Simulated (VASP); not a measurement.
Crystal: Si5Se.

```
Si Se
1.0
     4.39620    0.00000    0.00000
    -2.19810    3.80722    0.00000
     0.00000    0.00000    6.22714
Si Se
5 1
Cartesian
  0.0000 0.0000 1.5049
  0.0000 0.0000 4.7223
  2.1981 0.0000 0.0000
  -1.0990 1.9036 0.0000
  1.0990 1.9036 0.0000
  0.0000 0.0000 3.1136
```

```yaml
Program: VASP 6.6.1
Task: relaxation of cell and atoms
Functional: PBE
Potentials_or_basis: VASP PAW PBE potentials, release 64 (Si, Se)
Cutoff: 600 eV
k_mesh: 6 × 6 × 4
Occupations: gaussian, width 0.1 eV
Spin: no spin polarisation
```

At the start: pressure 72.8 GPa; volume 17.37 Å³/atom.

Problem. How do energy, volume and symmetry change on relaxing?

Solution. Over 38 steps the energy falls by 2685.7 meV/atom and the volume is 24.64 Å³/atom (+41.8 %); space group P6/mmm (No. 191, to 0.05 Å).

The path:
```
step  energy change (eV)  largest force (eV/Å)  pressure (GPa)  volume (Å³)
   1              0.0000               36.0352           72.77       104.23
   2             72.3176              237.1607           45.90       249.30
   3            678.7691             1071.6196           54.35      1065.66
   4             -9.3325                2.3147           -4.29       409.65
   5             -9.2849                2.4616           -4.43       401.62
   6             -9.0889                2.4180           -5.49       320.84
   7             -9.3582                1.9727           -5.71       283.95
   8             -9.6629                1.6281           -5.81       266.35
   9             -9.8729                1.4386           -5.89       257.76
  10             -9.9939                1.3349           -5.92       253.51
  11            -13.1083                0.3270           -3.69       199.11
  12            -13.6716                1.4892           -0.25       179.69
  13            -13.6807                1.8426            0.40       177.22
  14            -14.1037                2.1167            0.15       173.06
  15            -15.2410                2.8705            0.89       159.36
  16            -10.0137                9.3794           24.35       126.27
  17            -13.6055                7.2582            6.37       157.09
  18            -13.8802                8.0444            8.77       142.51
  19            -13.2080                7.8633           13.28       134.60
  20            -13.5005                8.2066           11.65       137.05
  21            -13.5314                8.0197           11.61       136.92
  22            -13.6097                7.4350           11.47       136.51
  23            -13.7034                6.2947           11.53       135.68
  24            -13.5558                2.9788           12.08       133.97
  25            -13.7025                5.7610           11.66       135.29
  26            -13.7734                5.6602           11.39       135.52
  27            -13.9763                5.3583           10.57       136.21
  28            -14.3415                4.7596            9.02       137.58
  29            -14.9287                3.6834            6.31       140.30
  30            -15.6334                2.1406            2.62       145.61
  31            -16.0408                0.4313           -1.93       155.78
  32            -16.0420                0.4962           -1.71       155.15
  33            -16.0539                0.4643           -1.58       154.40
  34            -16.0835                0.3671           -1.11       152.17
  35            -16.1122                0.1750            0.07       147.76
  36            -16.1125                0.1513            0.23       147.22
  37            -16.1134                0.1025            0.15       147.41
  38            -16.1140                0.0025           -0.04       147.83
```

Final structure:
```
Si Se
1.0
     4.81053    0.00000    0.00000
    -2.40526    4.16604    0.00000
     0.00000    0.00000    7.37633
Si Se
5 1
Direct
  0.00000 0.00000 0.81614
  0.00000 0.00000 0.18386
  0.50000 0.00000 0.00000
  0.00000 0.50000 0.00000
  0.50000 0.50000 0.00000
  0.00000 0.00000 0.50000
```

Caveat: the volume moved by over 15 % at a fixed basis, so the end points are rough.
